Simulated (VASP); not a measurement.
Input of a VASP 6.6.1 run:

File INCAR:

```
SYSTEM = Y
PREC     = Accurate       ! precision mode
ENCUT    = 520            ! plane-wave cutoff, eV
EDIFF    = 1E-7           ! SCF threshold, eV
ISMEAR   = -1             ! smearing method
SIGMA    = 0.1            ! smearing width, eV
LREAL    = .FALSE.        ! projectors in reciprocal space
LASPH    = .TRUE.         ! aspherical terms in the spheres
NELM     = 60             ! most SCF steps
ALGO     = Normal         ! electronic algorithm
ISIF     = 2              ! what is computed and relaxed
LWAVE    = .FALSE.        ! write WAVECAR
LCHARG   = .TRUE.         ! write CHGCAR
GGA      = RE             ! functional
LELF     = .TRUE.         ! ELF
LVHAR    = .TRUE.       
NBANDS   = 12             ! bands
```

Contents of KPOINTS:

```
Automatic mesh
0
G
  11 11 11
  0 0 0
```

File POSCAR:

```
Y
1.0
    3.2195832816      0.0000000000      0.0000000000
    0.0000000000      3.2195832816      0.0000000000
    0.0000000000      0.0000000000      3.2195832816
Y
1
Direct
    0.0000000000      0.0000000000      0.0000000000
```

Potentials or basis: VASP PAW PBE potentials, release 64 (Y_sv).

Run with:

```sh
$ cat potpaw_PBE.64/Y_sv/POTCAR > POTCAR
$ mpirun -np 1 vasp_std > vasp.out
```

**Question.** What does it give for the pressure?

**Answer.** 2.2 GPa.

Caveat: the PAW data sets were made with another functional, which shifts forces and pressure a little.
